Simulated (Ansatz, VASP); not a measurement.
# HgTe in VASP and in Ansatz

Contents of INCAR:

```
PREC = Accurate
ENCUT = 500
EDIFF = 1E-6
ISMEAR = -1
SIGMA = 0.003
LREAL = False
LASPH = True
NELM = 120
ALGO = Normal
ISIF = 2
LWAVE = False
LCHARG = False
GGA = PE
NBANDS = 16
GGA_COMPAT = False
```

Contents of KPOINTS:

```
regular mesh
0
Gamma
  6 6 6
```

POSCAR

```
HgTe
1.0
    0.0000000000      3.2150000000      3.2150000000
    3.2150000000      0.0000000000      3.2150000000
    3.2150000000      3.2150000000      0.0000000000
Hg Te
1 1
Direct
    0.0000000000      0.0000000000      0.0000000000
    0.7500000000      0.7500000000      0.7500000000
```

Input for Ansatz:

```yaml
crystal:
  lattice:
    - [0.0, 3.215, 3.215]
    - [3.215, 0.0, 3.215]
    - [3.215, 3.215, 0.0]
  atoms:
    - { symbol: Hg, position: [0.0, 0.0, 0.0] }
    - { symbol: Te, position: [0.75, 0.75, 0.75] }
hamiltonian:
  xc: pbe
  pseudopotentials: { kind: paw }
basis:
  ecutwfc: 420
kpoints:
  mp_grid: { grid: [6, 6, 6] }
scf:
  occupations: { method: fermi_dirac, width: 0.003 }
  lower_state_search: "off"
  algorithm: density_mixing
  max_iter: 70
  mixing: {}
output:
  forces: true
  stress: true
```

Alike in both runs: task single point; functional PBE; k mesh 6 × 6 × 6; occupations fermi-dirac, width 0.003 eV; no spin polarisation.

```csv
,VASP,Ansatz
version,VASP 6.6.1,Ansatz 0.2.0
potentials or method,"VASP PAW PBE potentials, release 64 (Hg, Te), cutoff 500 eV","PAW, plane waves, scalar-relativistic"
valence electrons in the cell,18,36
```

```csv
,VASP,Ansatz,Ansatz less VASP
pressure (GPa),4.7,4.6,-0.08
```

VASP's potentials hold 18 valence electrons a cell and Ansatz's 36, so a difference there can come from the potentials and not from the codes.

Neither program's run includes spin-orbit coupling.
